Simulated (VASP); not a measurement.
Ga3N4: single point with PBE

System: Ga3N4, a slab with vacuum.

```
CELL_PARAMETERS angstrom
3.21651 0.00000 0.00000
0.00000 3.21651 0.00000
0.00000 0.00000 21.21981
ATOMIC_POSITIONS crystal
N 0.00000 0.50000 0.18850
N 0.50000 0.00000 0.29569
N 0.00000 0.50000 0.40300
N 0.75000 0.87500 0.51221
Ga 0.50000 0.50000 0.24209
Ga 0.00000 0.00000 0.34710
Ga 0.50000 0.50000 0.45805
```

* Program: VASP 6.6.1
* Task: single point
* Functional: PBE
* Potentials or basis: VASP PAW PBE potentials, release 64 (N, Ga_d)
* Cutoff: 520 eV
* k mesh: 8 × 8 × 1
* Occupations: gaussian, width 0.05 eV
* Spin: collinear spin
* Starting moments: [0.0, 0.0, 0.0, 3.0, 0.0, 0.0, 0.0] μB
* Dipole correction: yes
* Further INCAR settings: ALGO = Normal; EDIFF = 1e-06; NBANDS = 42

```
Largest force                                         : 1.862 eV/Å
Net moment                                            : 2.23 μB per cell
Site moments                                          : N +0.43, +0.04, +0.08, +0.98; Ga +0.01, -0.01 (each value once) μB
Valence electrons inside the program's atomic spheres : N 3.48, 3.72, 3.69, 3.45; Ga 11.81, 11.80, 11.72
```

Forces on the atoms (eV/Å):
```
N    0.002 -0.446  1.347
N    0.051  0.133  0.221
N    0.548 -0.396 -0.402
N   -0.262  1.525 -0.014
Ga  -0.011  0.261 -1.844
Ga   0.049  0.047  0.617
Ga  -0.377 -1.125  0.075
```

Levels at points of the mesh, in eV from the Fermi level:
Spin up:
```tsv
k point	band 29	band 30	band 31	band 32	band 33	band 34
(0.00, 0.00, 0.00)	-0.59	-0.32	0.19	1.93	3.35	4.24
(0.50, 0.00, 0.00)	-0.81	-0.54	0.30	4.09	5.09	5.44
(0.00, 0.50, 0.00)	-0.49	-0.45	-0.26	4.09	4.89	5.84
(0.50, 0.50, 0.00)	-1.78	-1.33	-0.75	2.99	4.09	4.96
```
Spin down:
```csv
k point,band 24,band 25,band 26,band 27,band 28,band 29,band 30,band 31,band 32,band 33
"(0.00, 0.00, 0.00)",-1.46,-1.29,-0.92,-0.02,0.19,0.80,1.56,1.94,2.47,3.53
"(0.50, 0.00, 0.00)",-2.09,-1.42,-1.33,-1.27,-0.42,1.08,1.30,1.96,4.48,5.27
"(0.00, 0.50, 0.00)",-1.77,-1.58,-1.17,-0.56,-0.11,0.09,0.40,2.23,4.49,5.10
"(0.50, 0.50, 0.00)",-3.56,-3.42,-2.60,-1.67,-1.20,-0.74,0.33,1.32,3.32,4.26
```

It took 100 min on 1 thread of Oxide Virtual Turin-like Processor, on a shared host, peak memory 0.63 GiB.
